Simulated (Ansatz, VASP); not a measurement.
## Two plane-wave programs on Al

```
CELL_PARAMETERS angstrom
0.00000 2.02129 2.02129
2.02129 0.00000 2.02129
2.02129 2.02129 0.00000
ATOMIC_POSITIONS crystal
Al 0.00000 0.00000 0.00000
```

Alike in both runs: functional PBE; k mesh 8 × 8 × 8; occupations methfessel-paxton of order 1, width 0.4 eV; no spin polarisation.

Ansatz relaxed the structure, and its values are those at the end. VASP's run is a single point on that final structure, the one shown.

```csv
,VASP,Ansatz
version,VASP 6.6.1,Ansatz 0.2.0
potentials or method,"VASP PAW PBE potentials, release 64 (Al)","scalar-relativistic, plane waves, PAW"
plane-wave cutoff (eV),520,420
valence electrons in the cell,3,3
```

```csv
,VASP,Ansatz,Ansatz less VASP
gap on the k mesh at the Fermi level (eV),none,none,-
pressure (GPa),0.0,0.0,+0.04
```

A gap of «none» marks a metal or a gap that the smearing closes.
